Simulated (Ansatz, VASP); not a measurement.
## Ge in VASP and in Ansatz

```
Ge
1.0
     2.97596    0.00000    0.00000
    -1.48798    2.57726    0.00000
     0.00000    0.00000    5.05350
Ge
2
Cartesian
  0.0000 1.7182 1.2634
  1.4880 0.8591 3.7901
```

Alike in both runs: functional PBE; k mesh 15 × 15 × 8; occupations fermi-dirac, width 0.05 eV; no spin polarisation.

Ansatz relaxed the structure, and its values are those at the end. VASP's run is a single point on that final structure, the one shown.

```csv
,VASP,Ansatz
version,VASP 6.6.1,Ansatz 0.2.0
potentials or method,"VASP PAW PBE potentials, release 64 (Ge_d)","PAW with Ansatz's default frozen-core files, scalar-relativistic"
plane-wave cutoff (eV),520,420
valence electrons in the cell,28,28
```

```tsv
	VASP	Ansatz	Ansatz less VASP
pressure (GPa)	0.0	0.0	+0.01
```

The functional is the same, so the differences come from potentials, cutoffs and numerics.
